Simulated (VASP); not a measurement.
# Rh (P6_3/mmc) in VASP: a series of runs

Aim: see how the results for Rh move with the level of theory and the settings. Levels: PBEsol, r2SCAN. Tasks: single point.

Everything below comes from runs of VASP 6.6.1. Logs are shortened: lines on timing, memory, paths and dates and some standing lists are left out, and cuts for length are marked.

### Step 1. The cell of the first run

The structure is hexagonal, space group P6_3/mmc (No. 194). The conventional cell has a = 2.731 Å, b = 2.731 Å, c = 4.340 Å, α = 90.00°, β = 90.00°, γ = 120.00°. Rh (site symmetry -6m2) has 12 Rh at 2.68 to 2.73 Å within 3.5 Å.

### Step 2. Single point, PBEsol

INCAR

```
SYSTEM = Rh
  PREC = Accurate
  ENCUT = 520
  EDIFF = 1E-6
  ISMEAR = -1
  SIGMA = 0.05
  LREAL = .FALSE.
  LASPH = .TRUE.
  NELM = 80
  ALGO = Normal
  ISIF = 2
  LWAVE = .FALSE.
  LCHARG = .FALSE.
  GGA = PS
  NBANDS = 22
```

KPOINTS

```
Automatic mesh
0
G
  9 9 5
  0 0 0
```

POSCAR

```
Rh
1.0
    2.7309790422      0.0000000000      0.0000000000
   -1.3654895211      2.3650972278      0.0000000000
    0.0000000000      0.0000000000      4.3399192200
Rh
2
Direct
    0.3333333333      0.6666666667      0.2500000000
    0.6666666667      0.3333333333      0.7500000000
```

Potentials or basis: VASP PAW PBE potentials, release 64 (Rh_pv).

On the command line:

```
$ cat potpaw_PBE.64/Rh_pv/POTCAR > POTCAR
$ mpirun -np 1 vasp_std > vasp.out
```

OUTCAR:

```text
SYSTEM = Rh
   PREC = Accurate
   ENCUT = 520
   EDIFF = 1E-6
   ISMEAR = -1
   LREAL = .FALSE.
   LASPH = .TRUE.
   NELM = 80
   ISIF = 2
   GGA = PS

 ion  position               nearest neighbor table
   1  0.333  0.667  0.250-   2 2.68   2 2.68   2 2.68   2 2.68   2 2.68   2 2.68
   2  0.667  0.333  0.750-   1 2.68   1 2.68   1 2.68   1 2.68   1 2.68   1 2.68

  LATTYP: Found a hexagonal cell.
 ALAT       =     2.7309790422
 C/A-ratio  =     1.5891440956

  Lattice vectors:

 A1 = (   2.7309790422,   0.0000000000,   0.0000000000)
 A2 = (  -1.3654895211,   2.3650972278,   0.0000000000)
 A3 = (   0.0000000000,   0.0000000000,   4.3399192200)

Analysis of symmetry for initial positions (statically):
=====================================================================
 Subroutine PRICEL returns:
 Original cell was already a primitive cell.

 Routine SETGRP: Setting up the symmetry group for a
 hexagonal supercell.

 Subroutine GETGRP returns: Found 24 space group operations
 (whereof 12 operations were pure point group operations)
 out of a pool of 24 trial point group operations.

The static configuration has the point symmetry D_3d.
 The point group associated with its full space group is D_6h.

Analysis of symmetry for dynamics (positions and initial velocities):
=====================================================================
 Subroutine PRICEL returns:
 Original cell was already a primitive cell.

 Routine SETGRP: Setting up the symmetry group for a
 hexagonal supercell.

 Subroutine GETGRP returns: Found 24 space group operations
 (whereof 12 operations were pure point group operations)
 out of a pool of 24 trial point group operations.

The dynamic configuration has the point symmetry D_3d.
 The point group associated with its full space group is D_6h.

 Subroutine INISYM returns: Found 24 space group operations
 (whereof 12 operations are pure point group operations),
 and found     1 'primitive' translations

----------------------------------------------------------------------------------------

                                     Primitive cell

  volume of cell :      28.0317

  direct lattice vectors                    reciprocal lattice vectors
[... 72 lines left out ...]
   dimension x,y,z NGX =    20 NGY =   20 NGZ =   32
   dimension x,y,z NGXF=    40 NGYF=   40 NGZF=   64
   ions per type =               2
   NGX,Y,Z   is equivalent  to a cutoff of  12.17, 12.17, 12.26 a.u.
   NGXF,Y,Z  is equivalent  to a cutoff of  24.35, 24.35, 24.52 a.u.
 SYSTEM =  Rh
   PREC   = accura    normal or accurate (medium, high low for compatibility)
   ISTART =      0    job   : 0-new  1-cont  2-samecut
   ICHARG =      2    charge: 1-file 2-atom 10-const
   ISPIN  =      1    spin polarized calculation?
   LNONCOLLINEAR =      F non collinear calculations
   LSORBIT =      F    spin-orbit coupling
   LASPH  =      T    aspherical Exc in radial PAW
   ENCUT  =  520.0 eV  38.22 Ry    6.18 a.u.   5.08  5.08  8.07*2*pi/ulx,y,z
   NELM   =     80;   NELMIN=  2; NELMDL= -5     # of ELM steps
   EDIFF  = 0.1E-05   stopping-criterion for ELM
   LREAL  =      F    real-space projection
   EDIFFG = 0.1E-04   stopping-criterion for IOM
   NSW    =      0    number of steps for IOM
   IBRION =     -1    ionic relax: 0-MD 1-quasi-New 2-CG
   NFREE  =      0    steps in history (QN), initial steepest desc. (CG)
   ISIF   =      2    stress and relaxation
   ISYM   =      2    0-nonsym 1-usesym 2-fastsym
   POTIM  = 0.5000    time-step for ionic-motion
   TEBEG  =    0.0;   TEEND  =   0.0 temperature during run
   PSTRESS=    0.0 pullay stress
   NELECT =      30.0000    total number of electrons
   NUPDOWN=      -1.0000    fix difference up-down
   EMIN   =  10.00;   EMAX   =-10.00  energy-range for DOS
   EFERMI =   0.00;   METHOD = LEGACY
   ISMEAR =    -1;   SIGMA  =   0.05  broadening in eV -4-tet -1-fermi 0-gaus
   EFERMI_NEDOS =   21; number of points for ismear=-14 and -15
   IALGO  =     38    algorithm
   IMIX   =      4    mixing-type and parameters
     AMIX     =   0.40;   BMIX     =  1.00
     AMIX_MAG =   1.60;   BMIX_MAG =  1.00
  volume/ion in A,a.u.               =      14.02        94.58
  Fermi-wavevector in a.u.,A,eV,Ry     =   1.674553  3.164446 38.152477  2.804128
  Thomas-Fermi vector in A             =   2.759328
   LORBIT       =      0    0 simple, 1 ext, 2 COOP (PROOUT), +10 PAW based schemes
   GGA     = PS    functional components
   LHFCALC =     F    Hartree Fock is set to
   AEXX    =    0.0000 exact exchange contribution
   IVDW    =     0    specifies the selected vdW correction
   LEPSILON=     F    determine dielectric tensor
   LRPA    =     F    only Hartree local field effects (RPA)
 non-spin polarized calculation
  energy-cutoff  :      520.00
  volume of cell :       28.03
 maximum number of plane-waves:       768
   NGX = 11   NGY = 11   NGZ = 17

 number of electron      30.0000018 magnetization

 Free energy of the ion-electron system (eV)
  ---------------------------------------------------
  ext. energy  EPLUGINS =         0.00000000
  ---------------------------------------------------
  free energy    TOTEN  =       -16.17266460 eV

  energy without entropy =      -16.14461662  energy(sigma->0) =      -16.15864061

 E-fermi :  11.4912     XC(G=0): -14.0922

 val. band max:       11.4832621724   @ k =   0.4444   0.0000   0.2000
 cond. band min:      11.5039920406   @ k =   0.2222   0.1111   0.4000
 fundamental gap:      0.0207298682
 Fermi energy:        11.4912255268

 k-point     1 :       0.0000    0.0000    0.0000
  band No.  band energies     occupation
      1     -35.6230      2.00000
      2     -34.9835      2.00000
      3     -34.9835      2.00000
      4     -34.8869      2.00000
      5     -34.8720      2.00000
      6     -34.8720      2.00000
[... 589 lines left out ...]
     21      23.6293      0.00000
     22      23.6293      0.00000

 [... further k-points ...]
[... 5 lines left out ...]
  --------------------------------------------------------------------------------------
  -------------------------------------------------------------------------------------
  Total       -1.9136423     -1.9136423     -0.8162547      0.0000000      0.0000000      0.0000000
  in kB     -109.3760769   -109.3760769    -46.6538263      0.0000000      0.0000000      0.0000000
  external PRESSURE =     -88.4686601 kB  Pullay stress =       0.0000000 kB

 VOLUME and BASIS-vectors are now :
 -----------------------------------------------------------------------------
  energy-cutoff  :      520.00
  volume of cell :       28.03
      direct lattice vectors                 reciprocal lattice vectors
     2.730979042  0.000000000  0.000000000     0.366169049  0.211407799  0.000000000
    -1.365489521  2.365097228  0.000000000     0.000000000  0.422815599  0.000000000
     0.000000000  0.000000000  4.339919220     0.000000000  0.000000000  0.230419035

 POSITION                                       TOTAL-FORCE (eV/Angst)
 -----------------------------------------------------------------------------------
     -0.00000      1.57673      1.08498        -0.000000     -0.000000      0.000000
      1.36549      0.78837      3.25494         0.000000      0.000000      0.000000
 -----------------------------------------------------------------------------------
    total drift:                                0.000000     -0.000000      0.000000

  FREE ENERGIE OF THE ION-ELECTRON SYSTEM (eV)
  ---------------------------------------------------
  free  energy   TOTEN  =       -16.1726646005 eV

  energy  without entropy=      -16.1446166186  energy(sigma->0) =      -16.15864061
```

OSZICAR:

```text
N       E                     dE             d eps       ncg     rms          rms(c)
DAV:   1     0.329998179010E+03    0.33000E+03   -0.18957E+04  1584   0.158E+03
DAV:   2    -0.990972454085E+01   -0.33991E+03   -0.32798E+03  1638   0.477E+02
DAV:   3    -0.173616534888E+02   -0.74519E+01   -0.73996E+01  1860   0.794E+01
DAV:   4    -0.174107520359E+02   -0.49099E-01   -0.49093E-01  1806   0.650E+00
DAV:   5    -0.174115024782E+02   -0.75044E-03   -0.75044E-03  1866   0.827E-01    0.151E+01
DAV:   6    -0.162163780376E+02    0.11951E+01   -0.28912E+00  1788   0.179E+01    0.460E+00
DAV:   7    -0.161811361633E+02    0.35242E-01   -0.47616E-02  1758   0.187E+00    0.216E+00
DAV:   8    -0.161730503806E+02    0.80858E-02   -0.73660E-03  1724   0.991E-01    0.354E-01
DAV:   9    -0.161726537081E+02    0.39667E-03   -0.25099E-04  1842   0.191E-01    0.325E-02
DAV:  10    -0.161726643979E+02   -0.10690E-04   -0.59257E-06  1796   0.256E-02    0.561E-03
DAV:  11    -0.161726646005E+02   -0.20257E-06   -0.44098E-07  1140   0.695E-03
   1 F= -.16172665E+02 E0= -.16158641E+02  d E =-.280480E-01
```

Wall time 16 s (1 thread of Intel Xeon Platinum 8488C (Sapphire Rapids), shared host); peak memory 0.15 GiB.

What came out:

| Property | Result |
| --- | --- |
| Free energy | -16.1727 eV |
| Pressure | -8.8 GPa |
| Band gap on the k mesh | zero (band 15 reaches 12.03 eV, above the bottom of band 16 at 10.05 eV) |

Stress tensor (GPa, compression positive):
```
-10.94   0.00   0.00
  0.00 -10.94   0.00
  0.00   0.00  -4.67
```

Caveat: the PAW data sets were made with another functional, which shifts forces and pressure a little.

### Step 3. Single point, PBEsol

This run uses another cell than the first one, of 14.16 Å³/atom, 1.010 times its volume.

INCAR

```
SYSTEM = Rh
  PREC = Accurate
  ENCUT = 520
  EDIFF = 1E-7
  ISMEAR = -1
  SIGMA = 0.05
  LREAL = .False.
  LASPH = .True.
  NELM = 60
  ALGO = Normal
  ISIF = 2
  LWAVE = .False.
  LCHARG = .False.
  GGA = PS
  NBANDS = 22
```

KPOINTS

```
regular mesh
0
Gamma
  9 9 5
  0 0 0
```

POSCAR: that of step 2 with these lines changed.

```diff
@@ -4,3 +4,3 @@
    -1.3654895211      2.3650972278      0.0000000000
-    0.0000000000      0.0000000000      4.3399192200
+    0.0000000000      0.0000000000      4.3842041100
 Rh
```

Potentials or basis: VASP PAW PBE potentials, release 64 (Rh_pv).

On the command line:

```
$ cat potpaw_PBE.64/Rh_pv/POTCAR > POTCAR
$ mpirun -np 1 vasp_std > vasp.out
```

Run time: 14 s. Hardware: 1 thread of Intel Xeon Platinum 8488C (Sapphire Rapids), shared host; peak memory 0.15 GiB.

The run converged. Its results:

| Property | Result |
| --- | --- |
| Free energy | -16.1602 eV |
| Pressure | -11.4 GPa |
| Band gap on the k mesh | zero (band 15 reaches 11.87 eV, above the bottom of band 16 at 9.89 eV) |

Stress tensor (GPa, compression positive):
```
-12.30   0.00   0.00
  0.00 -12.30   0.00
  0.00   0.00  -9.51
```

Levels at points of the mesh, in eV from the Fermi level:
```tsv
k point	band 11	band 12	band 13	band 14	band 15	band 16	band 17	band 18	band 19	band 20
(0.00, 0.00, 0.00)	-2.89	-2.38	-2.38	-1.87	-1.87	0.15	0.15	0.77	8.41	15.79
```

Caveat: the PAW data sets were made with another functional, which shifts forces and pressure a little.

### Step 4. Single point, PBEsol

This run uses another cell than the first one, of 14.30 Å³/atom, 1.020 times its volume.

INCAR

```
SYSTEM = Rh
PREC = Accurate
ENCUT = 520
EDIFF = 1E-6
ISMEAR = -1
SIGMA = 0.05
LREAL = .FALSE.
LASPH = .TRUE.
NELM = 60
ALGO = Normal
ISIF = 2
LWAVE = .FALSE.
LCHARG = .TRUE.
GGA = PS
LELF = .TRUE.
LVHAR = .TRUE.
NBANDS = 22
```

KPOINTS

```
Automatic mesh
0
G
  9 9 5
  0 0 0
```

POSCAR: that of step 3 with these lines changed.

```diff
@@ -4,3 +4,3 @@
    -1.3654895211      2.3650972278      0.0000000000
-    0.0000000000      0.0000000000      4.3842041100
+    0.0000000000      0.0000000000      4.4284890000
 Rh
```

On the command line:

```
$ cat potpaw_PBE.64/Rh_pv/POTCAR > POTCAR
$ mpirun -np 1 vasp_std > vasp.out
```

Run time: 11 s. Hardware: 1 thread of Intel Xeon Platinum 8488C (Sapphire Rapids), shared host; peak memory 0.15 GiB.

Results (log left out):

```
Free energy            : -16.1393 eV
Pressure               : -13.8 GPa
Band gap on the k mesh : zero (band 15 reaches 11.70 eV, above the bottom of band 16 at 9.73 eV)
```

Stress tensor (GPa, compression positive):
```
-13.61   0.00   0.00
  0.00 -13.61   0.00
  0.00   0.00 -14.08
```

Levels at points of the mesh, in eV from the Fermi level:
| k point | band 13 | band 14 | band 15 | band 16 | band 17 | band 18 |
| --- | --- | --- | --- | --- | --- | --- |
| (0.00, 0.00, 0.00) | -2.34 | -1.76 | -1.76 | 0.16 | 0.16 | 0.69 |

Caveat: the PAW data sets were made with another functional, which shifts forces and pressure a little.

### Step 5. Single point, r2SCAN

This run uses another cell than the first one, of 14.30 Å³/atom, 1.020 times its volume.

POSCAR is that of step 4.

INCAR.step1

```
SYSTEM = Rh
PREC = Accurate
ENCUT = 520
ISMEAR = -1
SIGMA = 0.05
LREAL = .FALSE.
LASPH = .TRUE.
NELM = 100
NBANDS = 22
GGA = PE
ALGO = Normal
EDIFF = 1E-4
LWAVE = .TRUE.
LCHARG = .FALSE.
```

INCAR.step2

```
SYSTEM = Rh
PREC = Accurate
ENCUT = 520
EDIFF = 1E-6
ISMEAR = -1
SIGMA = 0.05
LREAL = .FALSE.
LASPH = .TRUE.
NELM = 100
ALGO = Normal
ISIF = 2
LWAVE = .FALSE.
LCHARG = .FALSE.
METAGGA = R2SCAN
LMIXTAU = .TRUE.
NBANDS = 22
ISTART = 1
```

KPOINTS

```
regular mesh
0
G
  6 6 4
  0 0 0
```

On the command line:

```
$ cat potpaw_PBE.64/Rh_pv/POTCAR > POTCAR
$ cp INCAR.step1 INCAR
$ mpirun -np 1 vasp_std > vasp.out
$ cp INCAR.step2 INCAR
$ mpirun -np 1 vasp_std > vasp.out
```

It took 38 s on 1 thread of Intel Xeon Platinum 8488C (Sapphire Rapids), shared host; peak memory 0.15 GiB.

The run converged. Its results:

```yaml
Free_energy: -48.1394 eV
Pressure: -8.5 GPa
Band_gap_on_the_k_mesh: zero (band 15 reaches 11.73 eV, above the bottom of band 16 at 9.39 eV)
```

Stress tensor (GPa, compression positive):
```
 -6.61   0.00   0.00
  0.00  -6.61   0.00
  0.00   0.00 -12.41
```

Levels at points of the mesh, in eV from the Fermi level:
```
           k point  band 12  band 13  band 14  band 15  band 16  band 17  band 18  band 19
(0.00, 0.00, 0.00)    -2.33    -2.33    -1.76    -1.76     0.23     0.23     1.00     8.74
(0.50, 0.00, 0.00)    -2.10    -1.94     0.54     0.69     0.83     3.19     5.34    10.72
(0.00, 0.00, 0.50)    -2.94    -2.94    -2.94    -0.33    -0.33    -0.33    -0.33    15.45
(0.50, 0.00, 0.50)    -1.53    -0.17    -0.17     0.72     0.72     2.92     2.92     9.54
```

Caveat: the k points lie up to 0.44 Å⁻¹ apart; the PAW data sets were made with another functional, which shifts forces and pressure a little.

### Step 6. Summary

| level | cell | k mesh | gap on the mesh (eV) | pressure (GPa) |
| --- | --- | --- | --- | --- |
| PBEsol | a = 2.731, b = 2.731, c = 4.340 Å, angles 90.0, 90.0, 120.0°, 2 atoms | 9 × 9 × 5 | none | -8.8 |
| PBEsol | a = 2.731, b = 2.731, c = 4.384 Å, angles 90.0, 90.0, 120.0°, 2 atoms | 9 × 9 × 5 | none | -11.4 |
| PBEsol | a = 2.731, b = 2.731, c = 4.428 Å, angles 90.0, 90.0, 120.0°, 2 atoms | 9 × 9 × 5 | none | -13.8 |
| r2SCAN | a = 2.731, b = 2.731, c = 4.428 Å, angles 90.0, 90.0, 120.0°, 2 atoms | 6 × 6 × 4 | none | -8.5 |

Alike in all rows: task single point; potentials or basis VASP PAW PBE potentials, release 64 (Rh_pv); no spin polarisation; cutoff (eV) 520; smearing fermi-dirac 0.05 eV.

Caveats: some runs use coarse meshes; the PAW data sets were made with another functional, which shifts forces and pressure a little.

Total energies depend on the potentials used, so only differences within one code and one set of settings carry meaning.
